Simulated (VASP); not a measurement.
Wanted: the native input for a VASP 6.6.1 run.

```yaml
Task: single point
Functional: LDA
Potentials_or_basis: VASP PAW LDA potentials, release 64 (Li_sv, Al)
Cutoff: 520 eV
k_mesh: 6 × 6 × 5
Occupations: methfessel-paxton, width 0.05 eV
Spin: no spin polarisation
Dipole_correction: no
Further_INCAR_settings: ALGO = Normal; EDIFF = 1e-07; NBANDS = 18
```

The structure of Li2Al lies in POSCAR:

```
Li2Al
1.0
    2.3445761446     -4.9434819597      0.0000000000
    2.3445761446      4.9434819597      0.0000000000
    0.0000000000      0.0000000000      4.5319618692
Li Al
4 2
Direct
    0.2413930000      0.7586070000      0.2500000000
    0.7586070000      0.2413930000      0.7500000000
    0.5898620000      0.4101380000      0.2500000000
    0.4101380000      0.5898620000      0.7500000000
    0.9250180000      0.0749820000      0.2500000000
    0.0749820000      0.9250180000      0.7500000000
```

One way to write it, as run:

INCAR

```
SYSTEM = Li2Al
  ALGO = Normal
  EDIFF = 1E-7
  ENCUT = 520
  ISIF = 2
  ISMEAR = 1
  LASPH = .TRUE.
  LCHARG = .TRUE.
  LELF = .TRUE.
  LREAL = .FALSE.
  LVHAR = .TRUE.
  LWAVE = .FALSE.
  NBANDS = 18
  NELM = 80
  PREC = Accurate
  SIGMA = 0.05
```

KPOINTS

```
k-points
0
G
  6 6 5
  0 0 0
```

Potentials or basis: VASP PAW LDA potentials, release 64 (Li_sv, Al).

Run with:

```sh
$ cat potpaw_LDA.64/Li_sv/POTCAR potpaw_LDA.64/Al/POTCAR > POTCAR
$ mpirun -np 1 vasp_std > vasp.out
```

It gave:

| Property | Result |
| --- | --- |
| Largest force | 0.033 eV/Å |
| Band gap on the k mesh | zero (band 9 reaches 3.99 eV, above the bottom of band 10 at 1.74 eV) |

It took 69 s on 1 thread of Intel Xeon 6975P-C, on a shared host, peak memory 0.22 GiB.
